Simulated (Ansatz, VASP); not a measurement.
## One calculation of Zr, two programs

```
Zr
1.0
     3.24458    0.00000    0.00000
    -1.62229    2.80989    0.00000
     0.00000    0.00000    5.15736
Zr
2
Direct
  0.33333 0.66667 0.25000
  0.66667 0.33333 0.75000
```

Alike in both runs: task single point; functional r2SCAN; k mesh 11 × 11 × 6; occupations methfessel-paxton of order 1, width 0.2 eV; no spin polarisation.

|  | VASP | Ansatz |
| --- | --- | --- |
| version | VASP 6.6.1 | Ansatz 0.2.0 |
| potentials or method | VASP PAW PBE potentials, release 64 (Zr_sv), cutoff 520 eV | plane waves (500 eV) with PAW, scalar-relativistic |
| valence electrons in the cell | 24 | 24 |

```tsv
	VASP	Ansatz	Ansatz less VASP
pressure (GPa)	-0.1	-0.1	-0.01
traceless stress, the component that is largest in VASP (GPa)	-0.23	-0.23	+0.004
```

VASP's potentials were made for PBE, not for r2SCAN.
